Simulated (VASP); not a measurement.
Set up this calculation in VASP 6.6.1, as the native input.

```
Task                   : single point
Functional             : PBE
Potentials or basis    : VASP PAW PBE potentials, release 64 (Bi_d)
Cutoff                 : 520 eV
k mesh                 : 38 × 38 × 38
Occupations            : fermi-dirac, width 0.0612256 eV
Spin                   : no spin polarisation
Dipole correction      : no
Further INCAR settings : ALGO = Normal; EDIFF = 1e-06; NBANDS = 14
```

The structure of Bi lies in POSCAR:

```
Bi
1.0
   -2.0191585719      2.0191585719      2.0191585719
    2.0191585719     -2.0191585719      2.0191585719
    2.0191585719      2.0191585719     -2.0191585719
Bi
1
Direct
    0.0000000000      0.0000000000      0.0000000000
```

The input as run:

INCAR

```
SYSTEM = Bi
ALGO = Normal ; EDIFF = 1E-6
ENCUT = 520 ; GGA = PE
ISIF = 2 ; ISMEAR = -1
LASPH = .TRUE. ; LCHARG = .FALSE.
LREAL = .FALSE. ; LWAVE = .FALSE.
NBANDS = 14 ; NELM = 100
PREC = Accurate ; SIGMA = 0.06122561905347299
```

KPOINTS

```
k-points
0
G
  38 38 38
  0 0 0
```

Potentials or basis: VASP PAW PBE potentials, release 64 (Bi_d).

Launch:

```console
$ cat potpaw_PBE.64/Bi_d/POTCAR > POTCAR
$ mpirun -np 1 vasp_std > vasp.out
```

Results of the run:

The pressure is -2.0 GPa.

It took 3.1 min on 1 thread of Intel(R) Xeon(R) 6975P-C (Granite Rapids), with other jobs on the host, peak memory 0.66 GiB.
